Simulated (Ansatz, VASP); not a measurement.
**One calculation of Ta, two programs**

Contents of INCAR:

```
SYSTEM = Ta
PREC = Accurate
ENCUT = 520
EDIFF = 1E-8
ISMEAR = -1
SIGMA = 0.08
LREAL = .FALSE.
LASPH = .TRUE.
NELM = 60
ALGO = Normal
ISIF = 2
LWAVE = .FALSE.
LCHARG = .FALSE.
GGA = PE
LEFG = .TRUE.
NBANDS = 12
```

File KPOINTS:

```
regular mesh
0
G
  17 17 17
  0 0 0
```

POSCAR

```
Ta
1.0
   -1.6017416000      1.6512800000      1.6512800000
    1.6512800000     -1.6017416000      1.6512800000
    1.6512800000      1.6512800000     -1.6017416000
Ta
1
Direct
    0.0000000000      0.0000000000      0.0000000000
```

Input for Ansatz:

```yaml
crystal:
  lattice:
    - [-1.6017416, 1.65128, 1.65128]
    - [1.65128, -1.6017416, 1.65128]
    - [1.65128, 1.65128, -1.6017416]
  atoms:
    - { symbol: Ta, position: [0.0, 0.0, 0.0] }
kpoints:
  mp_grid: { grid: [17, 17, 17] }
scf:
  occupations: { method: fermi_dirac, width: 0.08 }
hamiltonian:
  xc: pbe
  pseudopotentials: { kind: all_electron, datasets: crystal }
output:
  forces: true
  stress: true
  eigenvalues: true
  efg: { contact_densities: true }
```

Change from the starting cell: equal xy, yz and zx shear strains of +3 %, crystal datasets.

Alike in both runs: task electric field gradients; functional PBE; k mesh 17 × 17 × 17; occupations fermi-dirac, width 0.08 eV; no spin polarisation.

```csv
,VASP,Ansatz
version,VASP 6.6.1,Ansatz 0.2.0
potentials or method,"VASP PAW PBE potentials, release 64 (Ta_pv), cutoff 520 eV","all-electron PAW with datasets made for the crystal, scalar-relativistic"
```

|  | VASP | Ansatz | Ansatz less VASP |
| --- | --- | --- | --- |
| pressure (GPa) | 3.7 | 3.5 | -0.20 |
| traceless stress, the component that is largest in VASP (GPa) | -2.40 | -2.37 | +0.023 |
| size of Vzz on the site where it differs most (V/Å²) | 34.7 | 24.8 | -9.88 |

Ansatz ran all-electron here, and VASP with PAW potentials.

Spin-orbit coupling is off throughout.
